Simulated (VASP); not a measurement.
# SrO: single point with LDA

SrO:

```xyz
2
Lattice="0.0000 2.6340 2.6340 2.6340 0.0000 2.6340 2.6340 2.6340 0.0000" Properties=species:S:1:pos:R:3 pbc="T T T"
Sr    0.0000    0.0000    0.0000
O     2.6340    2.6340    2.6340
```

This cell differs from its parent crystal: strain +0.025 along x and y, +0.025 along z.

```json
{
  "Program": "VASP 6.6.1",
  "Task": "single point",
  "Functional": "LDA",
  "Potentials or basis": "VASP PAW LDA potentials, release 64 (Sr_sv, O)",
  "Cutoff": "520 eV",
  "k mesh": "8 × 8 × 8",
  "Occupations": "gaussian, width 0.05 eV",
  "Spin": "no spin polarisation",
  "Dipole correction": "no",
  "Further INCAR settings": "ALGO = Normal; EDIFF = 1e-06; NBANDS = 15"
}
```

The pressure is -9.0 GPa and the band gap on the k mesh is 3.14 eV, indirect (least direct gap 3.27 eV).

Levels at points of the mesh, in eV from the valence-band top:
```tsv
k point	band 5	band 6	band 7	band 8	band 9	band 10	band 11	band 12
(0.00, 0.00, 0.00)	-14.14	0.00	0.00	0.00	3.31	5.94	5.94	5.94
(0.50, 0.00, 0.00)	-12.85	-2.10	-1.03	-1.03	6.14	7.71	8.39	8.39
(0.50, 0.50, 0.00)	-14.44	-0.54	-0.13	-0.13	3.14	7.21	9.56	9.71
```

Run time: 15 s on 1 thread of Intel Xeon 8259CL, with other jobs on the host, peak memory 0.15 GiB.

Caveat: the cell differs from its parent crystal (strain +0.025 along x and y, +0.025 along z). A k mesh can miss the band edges.
